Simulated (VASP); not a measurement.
# Cu (P6_3/mmc) in VASP: notebook

The runs below take Cu through single point, with PBE.

All numbers are computed with VASP 6.6.1; they aren't measurements. Logs are shortened: lines on timing, memory, paths and dates and some standing lists are left out, and cuts for length are marked.

### 1 The cell of the first run

It takes space group P6_3/mmc (No. 194, hexagonal). Conventional cell: a = 2.457 Å, b = 2.457 Å, c = 4.111 Å, α = 90.00°, β = 90.00°, γ = 120.00°. Within 3.2 Å of Cu (site symmetry -6m2) lie 12 Cu at 2.46 to 2.50 Å.

This isn't the form of Cu at room conditions, which is fcc.

### 2 Single point, PBE (strained)

Contents of INCAR:

```
SYSTEM = Cu
PREC = Accurate
ENCUT = 520
EDIFF = 1E-6
ISMEAR = 0
SIGMA = 0.1
LREAL = .FALSE.
LASPH = .TRUE.
NELM = 80
ALGO = Normal
ISIF = 2
LWAVE = .FALSE.
LCHARG = .TRUE.
GGA = PE
LELF = .TRUE.
LVHAR = .TRUE.
NBANDS = 18
```

Contents of KPOINTS:

```
Automatic mesh
0
G
  18 18 10
  0 0 0
```

Contents of POSCAR:

```
Cu
1.0
    2.4571361539      0.0000000000      0.0000000000
   -1.2285680770      2.1279423299      0.0000000000
    0.0000000000      0.0000000000      4.1110493487
Cu
2
Direct
    0.3333333300      0.6666666700      0.2500000000
    0.6666666700      0.3333333300      0.7500000000
```

Potentials or basis: VASP PAW PBE potentials, release 64 (Cu).

Command:

```
$ cat potpaw_PBE.64/Cu/POTCAR > POTCAR
$ mpirun -np 1 vasp_std > vasp.out
```

OUTCAR:

```text
SYSTEM = Cu
   PREC = Accurate
   ENCUT = 520
   EDIFF = 1E-6
   ISMEAR = 0
   LREAL = .FALSE.
   LASPH = .TRUE.
   NELM = 80
   ISIF = 2
   GGA = PE

 ion  position               nearest neighbor table
   1  0.333  0.667  0.250-   2 2.50   2 2.50   2 2.50   2 2.50   2 2.50   2 2.50
   2  0.667  0.333  0.750-   1 2.50   1 2.50   1 2.50   1 2.50   1 2.50   1 2.50

  LATTYP: Found a hexagonal cell.
 ALAT       =     2.4571361539
 C/A-ratio  =     1.6731060435

  Lattice vectors:

 A1 = (   2.4571361539,   0.0000000000,   0.0000000000)
 A2 = (  -1.2285680770,   2.1279423299,   0.0000000000)
 A3 = (   0.0000000000,   0.0000000000,   4.1110493487)

Analysis of symmetry for initial positions (statically):
=====================================================================
 Subroutine PRICEL returns:
 Original cell was already a primitive cell.

 Routine SETGRP: Setting up the symmetry group for a
 hexagonal supercell.

 Subroutine GETGRP returns: Found 24 space group operations
 (whereof 12 operations were pure point group operations)
 out of a pool of 24 trial point group operations.

The static configuration has the point symmetry D_3d.
 The point group associated with its full space group is D_6h.

Analysis of symmetry for dynamics (positions and initial velocities):
=====================================================================
 Subroutine PRICEL returns:
 Original cell was already a primitive cell.

 Routine SETGRP: Setting up the symmetry group for a
 hexagonal supercell.

 Subroutine GETGRP returns: Found 24 space group operations
 (whereof 12 operations were pure point group operations)
 out of a pool of 24 trial point group operations.

The dynamic configuration has the point symmetry D_3d.
 The point group associated with its full space group is D_6h.

 Subroutine INISYM returns: Found 24 space group operations
 (whereof 12 operations are pure point group operations),
 and found     1 'primitive' translations

----------------------------------------------------------------------------------------

                                     Primitive cell

  volume of cell :      21.4952

  direct lattice vectors                    reciprocal lattice vectors
     2.457136154  0.000000000  0.000000000     0.406977854  0.234968774  0.000000000
    -1.228568077  2.127942330  0.000000000     0.000000000  0.469937548  0.000000000
     0.000000000  0.000000000  4.111049349     0.000000000  0.000000000  0.243246898

  length of vectors
     2.457136154  2.457136154  4.111049349     0.469937548  0.469937548  0.243246898

  position of ions in fractional coordinates (direct lattice)
     0.333333330  0.666666670  0.250000000
     0.666666670  0.333333330  0.750000000
[... 79 lines left out ...]
   EDIFFG = 0.1E-04   stopping-criterion for IOM
   NSW    =      0    number of steps for IOM
   IBRION =     -1    ionic relax: 0-MD 1-quasi-New 2-CG
   NFREE  =      0    steps in history (QN), initial steepest desc. (CG)
   ISIF   =      2    stress and relaxation
   ISYM   =      2    0-nonsym 1-usesym 2-fastsym
   POTIM  = 0.5000    time-step for ionic-motion
   TEBEG  =    0.0;   TEEND  =   0.0 temperature during run
   PSTRESS=    0.0 pullay stress
   NELECT =      22.0000    total number of electrons
   NUPDOWN=      -1.0000    fix difference up-down
   EMIN   =  10.00;   EMAX   =-10.00  energy-range for DOS
   EFERMI =   0.00;   METHOD = LEGACY
   ISMEAR =     0;   SIGMA  =   0.10  broadening in eV -4-tet -1-fermi 0-gaus
   EFERMI_NEDOS =   21; number of points for ismear=-14 and -15
   IALGO  =     38    algorithm
   IMIX   =      4    mixing-type and parameters
     AMIX     =   0.40;   BMIX     =  1.00
     AMIX_MAG =   1.60;   BMIX_MAG =  1.00
  volume/ion in A,a.u.               =      10.75        72.53
  Fermi-wavevector in a.u.,A,eV,Ry     =   1.649815  3.117697 37.033536  2.721888
  Thomas-Fermi vector in A             =   2.738870
   LORBIT       =      0    0 simple, 1 ext, 2 COOP (PROOUT), +10 PAW based schemes
   GGA     = PE    functional components
   LHFCALC =     F    Hartree Fock is set to
   AEXX    =    0.0000 exact exchange contribution
   IVDW    =     0    specifies the selected vdW correction
   LEPSILON=     F    determine dielectric tensor
   LRPA    =     F    only Hartree local field effects (RPA)
 non-spin polarized calculation
 Gauss-broadening in eV      SIGMA  =   0.10
  energy-cutoff  :      520.00
  volume of cell :       21.50
 maximum number of plane-waves:       594
   NGX =  9   NGY =  9   NGZ = 15

 number of electron      21.9999967 magnetization

 Free energy of the ion-electron system (eV)
  ---------------------------------------------------
  ext. energy  EPLUGINS =         0.00000000
  ---------------------------------------------------
  free energy    TOTEN  =        -7.28486568 eV

  energy without entropy =       -7.27938673  energy(sigma->0) =       -7.28212621

 E-fermi :   8.7688     XC(G=0): -13.2826

 val. band max:        8.7667785038   @ k =   0.3889   0.1111   0.3000
 cond. band min:       8.7809988406   @ k =   0.2222   0.2222   0.5000
 fundamental gap:      0.0142203368
 Fermi energy:         8.7688144157

 k-point     1 :       0.0000    0.0000    0.0000
  band No.  band energies     occupation
      1      -1.2794      2.00000
      2       3.1208      2.00000
      3       5.3748      2.00000
      4       5.5397      2.00000
      5       5.5397      2.00000
      6       5.7602      2.00000
[... 481 lines left out ...]
      5       5.4243      2.00000
      6       5.5526      2.00000
[... 10 lines left out ...]
     17      21.9037      0.00000
     18      28.5197      0.00000

 [... further k-points ...]

------------------------ aborting loop because EDIFF is reached ----------------------------------------

  FORCE on cell =-STRESS in cart. coord.  units (eV):
  Direction    XX          YY          ZZ          XY          YZ          ZX
  --------------------------------------------------------------------------------------
  -------------------------------------------------------------------------------------
  Total        3.0325422      3.0325422      2.2261549     -0.0000000      0.0000000      0.0000000
  in kB      226.0349908    226.0349908    165.9297237     -0.0000000      0.0000000      0.0000000
  external PRESSURE =     205.9999018 kB  Pullay stress =       0.0000000 kB

 VOLUME and BASIS-vectors are now :
 -----------------------------------------------------------------------------
  energy-cutoff  :      520.00
  volume of cell :       21.50
      direct lattice vectors                 reciprocal lattice vectors
     2.457136154  0.000000000  0.000000000     0.406977854  0.234968774  0.000000000
    -1.228568077  2.127942330  0.000000000     0.000000000  0.469937548  0.000000000
     0.000000000  0.000000000  4.111049349     0.000000000  0.000000000  0.243246898

 POSITION                                       TOTAL-FORCE (eV/Angst)
 -----------------------------------------------------------------------------------
     -0.00000      1.41863      1.02776         0.000000      0.000000      0.000000
      1.22857      0.70931      3.08329        -0.000000      0.000000      0.000000
 -----------------------------------------------------------------------------------
    total drift:                               -0.000001      0.000000     -0.000000

  FREE ENERGIE OF THE ION-ELECTRON SYSTEM (eV)
  ---------------------------------------------------
  free  energy   TOTEN  =        -7.2848656805 eV

  energy  without entropy=       -7.2793867310  energy(sigma->0) =       -7.28212621
```

OSZICAR:

```text
N       E                     dE             d eps       ncg     rms          rms(c)
DAV:   1     0.120850050672E+03    0.12085E+03   -0.10614E+04  8824   0.226E+03
DAV:   2    -0.287624444809E+01   -0.12373E+03   -0.11730E+03  7998   0.291E+02
DAV:   3    -0.910639822291E+01   -0.62302E+01   -0.60149E+01  8932   0.881E+01
DAV:   4    -0.917032607217E+01   -0.63928E-01   -0.63886E-01  9488   0.956E+00
DAV:   5    -0.917113141918E+01   -0.80535E-03   -0.80532E-03  9734   0.942E-01    0.111E+01
DAV:   6    -0.789821474822E+01    0.12729E+01   -0.10147E+01  8484   0.946E+01    0.480E+00
DAV:   7    -0.731596962046E+01    0.58225E+00   -0.18487E+00  8670   0.373E+01    0.935E-01
DAV:   8    -0.728779472958E+01    0.28175E-01   -0.11009E-02 11078   0.117E+00    0.398E-01
DAV:   9    -0.728483444844E+01    0.29603E-02   -0.35641E-03  9810   0.180E+00    0.317E-02
DAV:  10    -0.728486480290E+01   -0.30354E-04   -0.17442E-04 11366   0.177E-01    0.572E-03
DAV:  11    -0.728486568046E+01   -0.87756E-06   -0.14457E-06  7132   0.148E-02
   1 F= -.72848657E+01 E0= -.72821262E+01  d E =-.547895E-02
```

stdout:

```text
POSCAR found type information on POSCAR Cu
 POSCAR found :  1 types and       2 ions
 scaLAPACK will be used
 LDA part: xc-table for (Slater+PW92), standard interpolation
 POSCAR, INCAR and KPOINTS ok, starting setup
 FFT: planning ... GRIDC
 FFT: planning ... GRID_SOFT
 FFT: planning ... GRID
 WAVECAR not read
 entering main loop
```

Run time: 89 s. Hardware: 1 thread of Intel Xeon 8259CL, shared host; peak memory 0.18 GiB.

Results:

```
Free energy            : -7.2849 eV
Pressure               : 20.6 GPa
Band gap on the k mesh : zero (bands 11 and 12 overlap by 6.52 eV)
```

Caveat: the cell differs from its parent crystal (strained); the cell stands under pressure.

### 3 Single point, PBE (strained)

Contents of INCAR:

```
SYSTEM = Cu
  PREC = Accurate
  ENCUT = 520
  EDIFF = 1E-7
  ISMEAR = 0
  SIGMA = 0.1
  LREAL = .FALSE.
  LASPH = .TRUE.
  NELM = 80
  ALGO = Normal
  ISIF = 2
  LWAVE = .FALSE.
  LCHARG = .FALSE.
  GGA = PE
  NBANDS = 18
```

KPOINTS is that of step 2.

Contents of POSCAR:

```
Cu
1.0
    2.5472993134      0.0000000000      0.0000000000
   -1.2736496567      2.2060259165      0.0000000000
    0.0000000000      0.0000000000      4.0106203649
Cu
2
Direct
    0.3333333300      0.6666666700      0.2500000000
    0.6666666700      0.3333333300      0.7500000000
```

Potentials or basis: VASP PAW PBE potentials, release 64 (Cu).

Command:

```
$ cat potpaw_PBE.64/Cu/POTCAR > POTCAR
$ mpirun -np 1 vasp_std > vasp.out
```

OUTCAR:

```text
SYSTEM = Cu
   PREC = Accurate
   ENCUT = 520
   EDIFF = 1E-7
   ISMEAR = 0
   LREAL = .FALSE.
   LASPH = .TRUE.
   NELM = 80
   ISIF = 2
   GGA = PE

 ion  position               nearest neighbor table
   1  0.333  0.667  0.250-   2 2.49   2 2.49   2 2.49   2 2.49   2 2.49   2 2.49
   2  0.667  0.333  0.750-   1 2.49   1 2.49   1 2.49   1 2.49   1 2.49   1 2.49

  LATTYP: Found a hexagonal cell.
 ALAT       =     2.5472993134
 C/A-ratio  =     1.5744597990

  Lattice vectors:

 A1 = (   2.5472993134,   0.0000000000,   0.0000000000)
 A2 = (  -1.2736496567,   2.2060259165,   0.0000000000)
 A3 = (   0.0000000000,   0.0000000000,   4.0106203649)

Analysis of symmetry for initial positions (statically):
=====================================================================
 Subroutine PRICEL returns:
 Original cell was already a primitive cell.

 Routine SETGRP: Setting up the symmetry group for a
 hexagonal supercell.

 Subroutine GETGRP returns: Found 24 space group operations
 (whereof 12 operations were pure point group operations)
 out of a pool of 24 trial point group operations.

The static configuration has the point symmetry D_3d.
 The point group associated with its full space group is D_6h.

Analysis of symmetry for dynamics (positions and initial velocities):
=====================================================================
 Subroutine PRICEL returns:
 Original cell was already a primitive cell.

 Routine SETGRP: Setting up the symmetry group for a
 hexagonal supercell.

 Subroutine GETGRP returns: Found 24 space group operations
 (whereof 12 operations were pure point group operations)
 out of a pool of 24 trial point group operations.

The dynamic configuration has the point symmetry D_3d.
 The point group associated with its full space group is D_6h.

 Subroutine INISYM returns: Found 24 space group operations
 (whereof 12 operations are pure point group operations),
 and found     1 'primitive' translations

----------------------------------------------------------------------------------------
[... 113 lines left out ...]
     AMIX_MAG =   1.60;   BMIX_MAG =  1.00
  volume/ion in A,a.u.               =      11.27        76.04
  Fermi-wavevector in a.u.,A,eV,Ry     =   1.623984  3.068884 35.882960  2.637323
  Thomas-Fermi vector in A             =   2.717345
   LORBIT       =      0    0 simple, 1 ext, 2 COOP (PROOUT), +10 PAW based schemes
   GGA     = PE    functional components
   LHFCALC =     F    Hartree Fock is set to
   AEXX    =    0.0000 exact exchange contribution
   IVDW    =     0    specifies the selected vdW correction
   LEPSILON=     F    determine dielectric tensor
   LRPA    =     F    only Hartree local field effects (RPA)
 non-spin polarized calculation
 Gauss-broadening in eV      SIGMA  =   0.10
  energy-cutoff  :      520.00
  volume of cell :       22.54
 maximum number of plane-waves:       638
 NGX is ok and might be reduce to    20
   NGX =  9   NGY =  9   NGZ = 15

 number of electron      21.9999998 magnetization

 Free energy of the ion-electron system (eV)
  ---------------------------------------------------
  ext. energy  EPLUGINS =         0.00000000
  ---------------------------------------------------
  free energy    TOTEN  =        -7.37768806 eV

  energy without entropy =       -7.37373865  energy(sigma->0) =       -7.37571336

 E-fermi :   8.1252     XC(G=0): -12.9993

 val. band max:        8.1241457352   @ k =   0.2778   0.2222   0.3000
 cond. band min:       8.1592196055   @ k =   0.2222   0.1667   0.4000
 fundamental gap:      0.0350738703
 Fermi energy:         8.1252231225

 k-point     1 :       0.0000    0.0000    0.0000
  band No.  band energies     occupation
      1      -1.5326      2.00000
      2       2.8968      2.00000
      3       5.0654      2.00000
      4       5.0654      2.00000
      5       5.1378      2.00000
      6       5.3206      2.00000
[... 481 lines left out ...]
      5       4.8443      2.00000
      6       5.1376      2.00000
[... 10 lines left out ...]
     17      21.0477      0.00000
     18      27.3535      0.00000

 [... further k-points ...]

------------------------ aborting loop because EDIFF is reached ----------------------------------------

  FORCE on cell =-STRESS in cart. coord.  units (eV):
  Direction    XX          YY          ZZ          XY          YZ          ZX
  --------------------------------------------------------------------------------------
  -------------------------------------------------------------------------------------
  Total        1.1536189      1.1536189      2.2097235      0.0000000      0.0000000      0.0000000
  in kB       82.0107558     82.0107558    157.0892158      0.0000000      0.0000000      0.0000000
  external PRESSURE =     107.0369091 kB  Pullay stress =       0.0000000 kB

 VOLUME and BASIS-vectors are now :
 -----------------------------------------------------------------------------
  energy-cutoff  :      520.00
  volume of cell :       22.54
      direct lattice vectors                 reciprocal lattice vectors
     2.547299313  0.000000000  0.000000000     0.392572634  0.226651916  0.000000000
    -1.273649657  2.206025916  0.000000000     0.000000000  0.453303831  0.000000000
     0.000000000  0.000000000  4.010620365     0.000000000  0.000000000  0.249337985

 POSITION                                       TOTAL-FORCE (eV/Angst)
 -----------------------------------------------------------------------------------
     -0.00000      1.47068      1.00266         0.000000      0.000000      0.000000
      1.27365      0.73534      3.00797        -0.000000      0.000000      0.000000
 -----------------------------------------------------------------------------------
    total drift:                               -0.000001      0.000000     -0.000000

  FREE ENERGIE OF THE ION-ELECTRON SYSTEM (eV)
  ---------------------------------------------------
  free  energy   TOTEN  =        -7.3776880597 eV

  energy  without entropy=       -7.3737386504  energy(sigma->0) =       -7.37571336
```

It took 2 min on 1 thread of Intel Xeon 8259CL, shared host; peak memory 0.19 GiB.

Results:

```
Free energy            : -7.3777 eV
Pressure               : 10.7 GPa
Band gap on the k mesh : zero (bands 11 and 12 overlap by 5.99 eV)
```

Caveat: the cell differs from its parent crystal (strained); the cell stands under pressure.

### 4 Single point, PBE (strained)

Contents of INCAR:

```
SYSTEM = Cu
ALGO = Fast
EDIFF = 1E-6
ENCUT = 520
GGA = PE
ISIF = 2
ISMEAR = 0
LASPH = .TRUE.
LCHARG = .FALSE.
LREAL = .FALSE.
LWAVE = .FALSE.
NBANDS = 18
NELM = 60
PREC = Accurate
SIGMA = 0.1
```

Contents of KPOINTS:

```
k-points
0
G
  18 18 10
  0 0 0
```

Contents of POSCAR:

```
Cu
1.0
    2.5706130028      0.0000000000      0.0000000000
   -1.2853065014      2.2262161637      0.0000000000
    0.0000000000      0.0000000000      4.1101445831
Cu
2
Direct
    0.3333333300      0.6666666700      0.2500000000
    0.6666666700      0.3333333300      0.7500000000
```

Command:

```
$ cat potpaw_PBE.64/Cu/POTCAR > POTCAR
$ mpirun -np 1 vasp_std > vasp.out
```

Wall time 2.2 min (1 thread of Intel Xeon 8259CL, shared host); peak memory 0.19 GiB.

It converged, with:

```
Free energy            : -7.4284 eV
Pressure               : 3.9 GPa
Band gap on the k mesh : zero (bands 11 and 12 overlap by 5.91 eV)
```

Stress tensor (GPa, compression positive):
```
2.64 0.00 0.00
0.00 2.64 0.00
0.00 0.00 6.34
```

Levels at points of the mesh, in eV from the Fermi level:
| k point | band 8 | band 9 | band 10 | band 11 | band 12 | band 13 | band 14 | band 15 |
| --- | --- | --- | --- | --- | --- | --- | --- | --- |
| (0.00, 0.00, 0.00) | -2.49 | -2.49 | -1.68 | -1.68 | -0.76 | 4.13 | 21.16 | 21.40 |
| (0.50, 0.00, 0.00) | -1.62 | -1.51 | -1.51 | 0.01 | 1.54 | 7.93 | 8.38 | 10.86 |
| (0.00, 0.00, 0.50) | -2.98 | -1.90 | -1.90 | -1.90 | -1.90 | 13.09 | 13.09 | 21.87 |
| (0.50, 0.00, 0.50) | -1.85 | -1.55 | -1.55 | 0.52 | 0.52 | 4.86 | 4.86 | 15.97 |

Caveat: the cell differs from its parent crystal (strained); the cell stands under pressure.

### 5 Summary

| cell | gap on the mesh (eV) | pressure (GPa) |
| --- | --- | --- |
| a = 2.457, b = 2.457, c = 4.111 Å, angles 90.0, 90.0, 120.0°, 2 atoms | none | 20.6 |
| a = 2.547, b = 2.547, c = 4.011 Å, angles 90.0, 90.0, 120.0°, 2 atoms | none | 10.7 |
| a = 2.571, b = 2.571, c = 4.110 Å, angles 90.0, 90.0, 120.0°, 2 atoms | none | 3.9 |

Alike in all rows: task single point; level PBE; potentials or basis VASP PAW PBE potentials, release 64 (Cu); no spin polarisation; k mesh 18 × 18 × 10; cutoff (eV) 520; smearing gaussian 0.1 eV.

Caveats: the cell stands under pressure.

Total energies depend on the potentials used, so only differences within one code and one set of settings carry meaning.
